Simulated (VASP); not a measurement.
Input of a VASP 6.6.1 run:

Contents of INCAR:

```
ALGO = Normal
EDIFF = 1E-6
ENCUT = 520
GGA = PE
ISIF = 2
ISMEAR = 0
LASPH = T
LCHARG = F
LREAL = F
LWAVE = F
NBANDS = 11
NELM = 80
PREC = Accurate
SIGMA = 0.05
```

KPOINTS

```
k-points
0
Gamma
  10 10 10
```

File POSCAR:

```
MgO
1.0
    0.0000000000      2.1272186771      2.1272186771
    2.1272186771      0.0000000000      2.1272186771
    2.1272186771      2.1272186771      0.0000000000
Mg O
1 1
Direct
    0.0000000000      0.0000000000      0.0266123684
    0.5000000000      0.5000000000      0.4595716224
```

Potentials or basis: VASP PAW PBE potentials, release 64 (Mg, O).

Run with:

```bash
$ cat potpaw_PBE.64/Mg/POTCAR potpaw_PBE.64/O/POTCAR > POTCAR
$ mpirun -np 1 vasp_std > vasp.out
```

**Question.** What does it give for the band gap on the k mesh?

**Answer.** 4.43 eV, direct.

**Question.** Estimate the largest force.

**Answer.** 1.026 eV/Å.

**Question.** Estimate the pressure.

**Answer.** 2.8 GPa.

Forces on the atoms (eV/Å):
```
Mg  -0.725 -0.725  0.000
O    0.725  0.725  0.000
```

Caveat: the cell differs from its parent crystal (mode 4 frozen in at -0.086 Å and mode 5 at -0.086 Å (largest displacements)); forces of over 1 eV/Å act on the atoms, so gaps and moduli don't describe the material at rest.
